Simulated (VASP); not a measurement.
Wanted: the native input for a VASP 6.6.1 run.

- Task: single point
- Functional: PBE
- Potentials or basis: VASP PAW PBE potentials, release 64 (Cd)
- Cutoff: 520 eV
- k mesh: 6 × 6 × 6
- Occupations: gaussian, width 0.1 eV
- Spin: no spin polarisation
- Dipole correction: no
- Further INCAR settings: ALGO = Fast; EDIFF = 1e-06; NBANDS = 58

The structure of Cd lies in POSCAR:

```
Cd
1.0
    5.9964038492      0.0000000000      0.0000000000
   -2.9982019246      5.1930380648      0.0000000000
    0.0000000000      0.0000000000      5.9348973756
Cd
8
Direct
    0.1666666667      0.3333333333      0.2500000000
    0.1666666667      0.8333333333      0.2500000000
    0.6666666667      0.3333333333      0.2500000000
    0.6666666667      0.8333333333      0.2500000000
    0.3333333333      0.1666666667      0.7500000000
    0.3333333333      0.6666666667      0.7500000000
    0.8333333333      0.1666666667      0.7500000000
    0.8333333333      0.6666666667      0.7500000000
```

The input as run:

INCAR

```
PREC = Accurate
ENCUT = 520
EDIFF = 1E-6
ISMEAR = 0
SIGMA = 0.1
LREAL = False
LASPH = True
NELM = 80
ALGO = Fast
ISIF = 2
LWAVE = False
LCHARG = True
GGA = PE
LELF = True
LVHAR = True
NBANDS = 58
```

KPOINTS

```
Automatic mesh
0
Gamma
  6 6 6
```

Potentials or basis: VASP PAW PBE potentials, release 64 (Cd).

Command:

```bash
$ cat potpaw_PBE.64/Cd/POTCAR > POTCAR
$ mpirun -np 1 vasp_std > vasp.out
```

Results of the run:

```json
{
  "Pressure": "0.3 GPa",
  "Band gap on the k mesh": "zero (bands 48 and 49 overlap by 2.85 eV)"
}
```

Wall time 5.8 min on 1 thread of Intel Xeon 8259CL, with other jobs on the host, peak memory 0.43 GiB.
